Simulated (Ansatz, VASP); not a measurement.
## CuO in VASP and in Ansatz

```
Cu O
1.0
     2.31020   -1.68817    0.00000
     2.31020    1.68817    0.00000
    -0.83854    0.00000    4.98951
Cu O
2 2
Direct
  0.50000 0.00000 0.50000
  0.00000 0.50000 0.00000
  0.41840 0.58160 0.75000
  0.58160 0.41840 0.25000
```

Alike in both runs: task single point; functional revPBE; k mesh 10 × 10 × 5; occupations fermi-dirac, width 0.05 eV; no spin polarisation.

|  | VASP | Ansatz |
| --- | --- | --- |
| version | VASP 6.6.1 | Ansatz 0.2.0 |
| potentials or method | VASP PAW PBE potentials, release 64 (Cu, O) | Ansatz PAW |
| plane-wave cutoff (eV) | 520 | 420 |
| valence electrons in the cell | 34 | 50 |

```tsv
	VASP	Ansatz	Ansatz less VASP
gap on the k mesh at the Fermi level (eV)	none	none	-
pressure (GPa)	19.3	18.4	-0.88
traceless stress, the component that is largest in VASP (GPa)	-2.69	-2.59	+0.100
rms of the force components (eV/Å)	0.010	0.030	+0.0195
```

VASP's potentials were made for PBE, not for revPBE. Atom by atom the forces differ by 0.020 eV/Å (rms over components). A gap of «none» marks a metal or a gap that the smearing closes. VASP's potentials hold 34 valence electrons a cell and Ansatz's 50, so a difference there can come from the potentials and not from the codes.
